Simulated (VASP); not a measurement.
# Sr in VASP: further runs

Runs on Sr. Level: r2SCAN. Tasks: single point.

All numbers are computed with VASP 6.6.1; they aren't measurements. Logs are shortened: lines on timing, memory, paths and dates and some standing lists are left out, and cuts for length are marked.

**1. The cell of the first run**

The structure is cubic, space group Im-3m (No. 229). The conventional cell has a = 4.870 Å, b = 4.870 Å, c = 4.870 Å, α = 90.00°, β = 90.00°, γ = 90.00°. Within 5.5 Å of Sr (site symmetry m-3m) lie 14 Sr at 4.22 to 4.87 Å.

This isn't the form of Sr at room conditions, which is fcc.

**2. Single point, r2SCAN**

The input, POSCAR:

```
Sr
1.0
   -2.4350000000      2.4350000000      2.4350000000
    2.4350000000     -2.4350000000      2.4350000000
    2.4350000000      2.4350000000     -2.4350000000
Sr
1
Direct
    0.0000000000      0.0000000000      0.0000000000
```

The input, INCAR.step1:

```
SYSTEM = Sr
PREC = Accurate ; ENCUT = 520
ISMEAR = -1 ; SIGMA = 0.3
LREAL = .FALSE. ; LASPH = .TRUE.
NELM = 80 ; NBANDS = 11
GGA = PE ; ALGO = Normal
EDIFF = 1E-4 ; LWAVE = .TRUE.
LCHARG = .FALSE.
```

The input, INCAR.step2:

```
SYSTEM = Sr
PREC = Accurate ; ENCUT = 520
EDIFF = 1E-6 ; ISMEAR = -1
SIGMA = 0.3 ; LREAL = .FALSE.
LASPH = .TRUE. ; NELM = 80
ALGO = Normal ; ISIF = 2
LWAVE = .FALSE. ; LCHARG = .FALSE.
METAGGA = R2SCAN ; LMIXTAU = .TRUE.
NBANDS = 11 ; ISTART = 1
```

The input, KPOINTS:

```
regular mesh
0
G
  10 10 10
  0 0 0
```

Potentials or basis: VASP PAW PBE potentials, release 64 (Sr_sv).

Started as:

```console
> cat potpaw_PBE.64/Sr_sv/POTCAR > POTCAR
> cp INCAR.step1 INCAR
> mpirun -np 1 vasp_std > vasp.out
> cp INCAR.step2 INCAR
> mpirun -np 1 vasp_std > vasp.out
```

OUTCAR:

```text
SYSTEM = Sr
   PREC = Accurate
   ENCUT = 520
   EDIFF = 1E-6
   ISMEAR = -1
   LREAL = .FALSE.
   LASPH = .TRUE.
   NELM = 80
   ISIF = 2
   METAGGA = R2SCAN
   ISTART = 1

 ion  position               nearest neighbor table
   1  0.000  0.000  0.000-

  LATTYP: Found a body centered cubic cell.
 ALAT       =     4.8700000000

  Lattice vectors:

 A1 = (  -2.4350000000,   2.4350000000,   2.4350000000)
 A2 = (   2.4350000000,  -2.4350000000,   2.4350000000)
 A3 = (   2.4350000000,   2.4350000000,  -2.4350000000)

Analysis of symmetry for initial positions (statically):
=====================================================================
 Subroutine PRICEL returns:
 Original cell was already a primitive cell.

 Routine SETGRP: Setting up the symmetry group for a
 body centered cubic supercell.

 Subroutine GETGRP returns: Found 48 space group operations
 (whereof 48 operations were pure point group operations)
 out of a pool of 48 trial point group operations.

The static configuration has the point symmetry O_h .

Analysis of symmetry for dynamics (positions and initial velocities):
=====================================================================
 Subroutine PRICEL returns:
 Original cell was already a primitive cell.

 Routine SETGRP: Setting up the symmetry group for a
 body centered cubic supercell.

 Subroutine GETGRP returns: Found 48 space group operations
 (whereof 48 operations were pure point group operations)
 out of a pool of 48 trial point group operations.

The dynamic configuration has the point symmetry O_h .

 Subroutine INISYM returns: Found 48 space group operations
 (whereof 48 operations are pure point group operations),
 and found     1 'primitive' translations

----------------------------------------------------------------------------------------

                                     Primitive cell

  volume of cell :      57.7507

  direct lattice vectors                    reciprocal lattice vectors
    -2.435000000  2.435000000  2.435000000     0.000000000  0.205338809  0.205338809
     2.435000000 -2.435000000  2.435000000     0.205338809  0.000000000  0.205338809
     2.435000000  2.435000000 -2.435000000     0.205338809  0.205338809  0.000000000

  length of vectors
     4.217543716  4.217543716  4.217543716     0.290392929  0.290392929  0.290392929

  position of ions in fractional coordinates (direct lattice)
     0.000000000  0.000000000  0.000000000

  ion indices of the primitive-cell ions
   primitive index   ion index
                 1           1

----------------------------------------------------------------------------------------

 KPOINTS: regular mesh

Automatic generation of k-mesh.
 Grid dimensions read from file:
 generate k-points for:   10   10   10

 Generating k-lattice:

  Cartesian coordinates                     Fractional coordinates (reciprocal lattice)
     0.000000000  0.020533881  0.020533881     0.100000000  0.000000000  0.000000000
     0.020533881  0.000000000  0.020533881     0.000000000  0.100000000  0.000000000
     0.020533881  0.020533881  0.000000000     0.000000000  0.000000000  0.100000000

  Length of vectors
     0.029039293  0.029039293  0.029039293

  Shift w.r.t. Gamma in fractional coordinates (k-lattice)
     0.000000000  0.000000000  0.000000000

 Subroutine IBZKPT returns following result:
 ===========================================

 Found     47 irreducible k-points:

 Following reciprocal coordinates:
            Coordinates               Weight
  0.000000  0.000000  0.000000      1.000000
  0.100000  0.000000  0.000000     12.000000
  0.200000  0.000000  0.000000     12.000000
  0.300000  0.000000  0.000000     12.000000
  0.400000  0.000000  0.000000     12.000000
  0.500000  0.000000  0.000000      6.000000
[... 16 lines left out ...]
  0.300000  0.300000  0.100000      8.000000
 -0.300000  0.300000  0.100000     24.000000
 [... further k-points ...]
   k-points           NKPTS =     47   k-points in BZ     NKDIM =     47   number of bands    NBANDS=     11
   number of dos      NEDOS =    301   number of ions     NIONS =      1
   total plane-waves  NPLWV =  32768
   dimension x,y,z NGX =    32 NGY =   32 NGZ =   32
   dimension x,y,z NGXF=    64 NGYF=   64 NGZF=   64
   ions per type =               1
   NGX,Y,Z   is equivalent  to a cutoff of  12.61, 12.61, 12.61 a.u.
   NGXF,Y,Z  is equivalent  to a cutoff of  25.23, 25.23, 25.23 a.u.
 SYSTEM =  Sr
   PREC   = accura    normal or accurate (medium, high low for compatibility)
   ISTART =      1    job   : 0-new  1-cont  2-samecut
   ICHARG =      0    charge: 1-file 2-atom 10-const
   ISPIN  =      1    spin polarized calculation?
   LNONCOLLINEAR =      F non collinear calculations
   LSORBIT =      F    spin-orbit coupling
   LASPH  =      T    aspherical Exc in radial PAW
   ENCUT  =  520.0 eV  38.22 Ry    6.18 a.u.   7.84  7.84  7.84*2*pi/ulx,y,z
   NELM   =     80;   NELMIN=  2; NELMDL=  0     # of ELM steps
   EDIFF  = 0.1E-05   stopping-criterion for ELM
   LREAL  =      F    real-space projection
   EDIFFG = 0.1E-04   stopping-criterion for IOM
   NSW    =      0    number of steps for IOM
   IBRION =     -1    ionic relax: 0-MD 1-quasi-New 2-CG
   NFREE  =      0    steps in history (QN), initial steepest desc. (CG)
   ISIF   =      2    stress and relaxation
   ISYM   =      2    0-nonsym 1-usesym 2-fastsym
   POTIM  = 0.5000    time-step for ionic-motion
   TEBEG  =    0.0;   TEEND  =   0.0 temperature during run
   PSTRESS=    0.0 pullay stress
   NELECT =      10.0000    total number of electrons
   NUPDOWN=      -1.0000    fix difference up-down
   EMIN   =  10.00;   EMAX   =-10.00  energy-range for DOS
   EFERMI =   0.00;   METHOD = LEGACY
   ISMEAR =    -1;   SIGMA  =   0.30  broadening in eV -4-tet -1-fermi 0-gaus
   EFERMI_NEDOS =   21; number of points for ismear=-14 and -15
   IALGO  =     38    algorithm
   IMIX   =      4    mixing-type and parameters
     AMIX     =   0.40;   BMIX     =  1.00
     AMIX_MAG =   1.60;   BMIX_MAG =  1.00
  volume/ion in A,a.u.               =      57.75       389.72
  Fermi-wavevector in a.u.,A,eV,Ry     =   0.912478  1.724334 11.328437  0.832617
  Thomas-Fermi vector in A             =   2.036879
   LORBIT       =      0    0 simple, 1 ext, 2 COOP (PROOUT), +10 PAW based schemes
   METAGGA = R2SCAN    functional components
   LHFCALC =     F    Hartree Fock is set to
   AEXX    =    0.0000 exact exchange contribution
   IVDW    =     0    specifies the selected vdW correction
   LEPSILON=     F    determine dielectric tensor
   LRPA    =     F    only Hartree local field effects (RPA)
 non-spin polarized calculation
  energy-cutoff  :      520.00
  volume of cell :       57.75
 maximum number of plane-waves:      1568
   NGX = 15   NGY = 15   NGZ = 15

 number of electron      10.0000000 magnetization

 Free energy of the ion-electron system (eV)
  ---------------------------------------------------
  ext. energy  EPLUGINS =         0.00000000
  ---------------------------------------------------
  free energy    TOTEN  =       -15.28639007 eV

  energy without entropy =      -14.91074244  energy(sigma->0) =      -15.09856625

 E-fermi :   1.3365     XC(G=0):  -7.6235

 val. band max:        1.2423161192   @ k =  -0.4000   0.4000   0.4000
 cond. band min:       1.3475588904   @ k =  -0.4000   0.5000   0.3000
 fundamental gap:      0.1052427713
 Fermi energy:         1.3365087487

 k-point     1 :       0.0000    0.0000    0.0000
  band No.  band energies     occupation
      1     -36.6544      2.00000
      2     -17.9230      2.00000
      3     -17.9230      2.00000
      4     -17.9230      2.00000
      5      -2.3000      1.99999
      6       4.1416      0.00017
      7       4.1416      0.00017
      8       4.1416      0.00017
      9       5.4447      0.00000
     10       5.4447      0.00000
     11       9.8287      0.00000

 k-point     2 :       0.1000    0.0000    0.0000
  band No.  band energies     occupation
      1     -36.6532      2.00000
      2     -17.9399      2.00000
      3     -17.9284      2.00000
      4     -17.9230      2.00000
      5      -2.1292      1.99998
      6       3.9828      0.00030
      7       4.0075      0.00027
      8       4.3033      0.00010
      9       5.2355      0.00000
     10       5.4331      0.00000
     11       9.9919      0.00000

 k-point     3 :       0.2000    0.0000    0.0000
  band No.  band energies     occupation
      1     -36.6499      2.00000
      2     -17.9838      2.00000
      3     -17.9428      2.00000
      4     -17.9230      2.00000
      5      -1.6378      1.99990
      6       3.4567      0.00170
      7       3.6254      0.00097
      8       4.7789      0.00002
      9       5.1433      0.00001
     10       5.4469      0.00000
     11       9.9419      0.00000

 k-point     4 :       0.3000    0.0000    0.0000
  band No.  band energies     occupation
      1     -36.6459      2.00000
      2     -18.0371      2.00000
      3     -17.9604      2.00000
      4     -17.9230      2.00000
      5      -0.8923      1.99881
      6       2.7011      0.02094
      7       3.2614      0.00326
      8       5.2817      0.00000
      9       5.5352      0.00000
     10       5.5643      0.00000
     11       8.9737      0.00000

 k-point     5 :       0.4000    0.0000    0.0000
  band No.  band energies     occupation
      1     -36.6426      2.00000
      2     -18.0795      2.00000
      3     -17.9745      2.00000
      4     -17.9231      2.00000
      5      -0.0287      1.97910
      6       1.9839      0.20715
      7       3.0086      0.00756
      8       5.3360      0.00000
      9       5.7904      0.00000
     10       6.4777      0.00000
     11       8.0172      0.00000
[... 211 lines left out ...]
 k-point    21 :       0.3000    0.2000    0.1000
  band No.  band energies     occupation
      1     -36.6409      2.00000
      2     -18.0593      2.00000
      3     -17.9995      2.00000
      4     -17.9533      2.00000
      5       1.0246      1.47753
      6       1.7888      0.36260
      7       2.2883      0.08042
      8       5.5369      0.00000
      9       5.8971      0.00000
     10       6.1225      0.00000
     11       7.5706      0.00000

 k-point    22 :      -0.2000    0.2000    0.1000
  band No.  band energies     occupation
      1     -36.6488      2.00000
      2     -17.9837      2.00000
      3     -17.9485      2.00000
      4     -17.9365      2.00000
      5      -1.4781      1.99983
      6       3.5068      0.00144
      7       3.7077      0.00074
      8       4.4617      0.00006
      9       4.7403      0.00002
     10       5.8282      0.00000
     11       9.7057      0.00000

 k-point    23 :       0.3000    0.3000    0.1000
  band No.  band energies     occupation
      1     -36.6405      2.00000
      2     -18.0312      2.00000
      3     -18.0312      2.00000
      4     -17.9587      2.00000
      5       1.7010      0.45761
      6       1.7011      0.45758
      7       1.8291      0.32438
      8       5.3863      0.00000
      9       5.8933      0.00000
     10       5.8933      0.00000
     11       8.0778      0.00000

 k-point    24 :      -0.3000    0.3000    0.1000
  band No.  band energies     occupation
      1     -36.6448      2.00000
      2     -18.0347      2.00000
      3     -17.9664      2.00000
      4     -17.9359      2.00000
      5      -0.7447      1.99806
      6       2.7218      0.01956
      7       3.3768      0.00222
      8       4.6253      0.00003
      9       5.4846      0.00000
     10       5.8708      0.00000
     11       8.5763      0.00000

 [... further k-points ...]

------------------------ aborting loop because EDIFF is reached ----------------------------------------

  FORCE on cell =-STRESS in cart. coord.  units (eV):
  Direction    XX          YY          ZZ          XY          YZ          ZX
  --------------------------------------------------------------------------------------
  -------------------------------------------------------------------------------------
  Total       -0.0640232     -0.0640232     -0.0640232     -0.0000000     -0.0000000      0.0000000
  in kB       -1.7761978     -1.7761978     -1.7761978     -0.0000000     -0.0000000      0.0000000
  external PRESSURE =      -1.7761978 kB  Pullay stress =       0.0000000 kB

 VOLUME and BASIS-vectors are now :
 -----------------------------------------------------------------------------
  energy-cutoff  :      520.00
  volume of cell :       57.75
      direct lattice vectors                 reciprocal lattice vectors
    -2.435000000  2.435000000  2.435000000     0.000000000  0.205338809  0.205338809
     2.435000000 -2.435000000  2.435000000     0.205338809  0.000000000  0.205338809
     2.435000000  2.435000000 -2.435000000     0.205338809  0.205338809  0.000000000

 POSITION                                       TOTAL-FORCE (eV/Angst)
 -----------------------------------------------------------------------------------
      0.00000      0.00000      0.00000        -0.000000     -0.000000     -0.000000
 -----------------------------------------------------------------------------------
    total drift:                               -0.000000      0.000000     -0.000000

  FREE ENERGIE OF THE ION-ELECTRON SYSTEM (eV)
  ---------------------------------------------------
  free  energy   TOTEN  =       -15.2863900697 eV

  energy  without entropy=      -14.9107424398  energy(sigma->0) =      -15.09856625
```

Run time: 30 s. Hardware: 1 thread of Intel Xeon 6975P-C (Granite Rapids), shared host; peak memory 0.19 GiB.

Results:

```yaml
Free_energy: -15.2864 eV
Pressure: -0.2 GPa
Band_gap_on_the_k_mesh: zero (bands 5 and 6 overlap by 0.28 eV)
```

Caveat: so wide a smearing shifts energies and pressures; the PAW data sets were made with another functional, which shifts forces and pressure a little.

(Continued in part 2 of 2.)
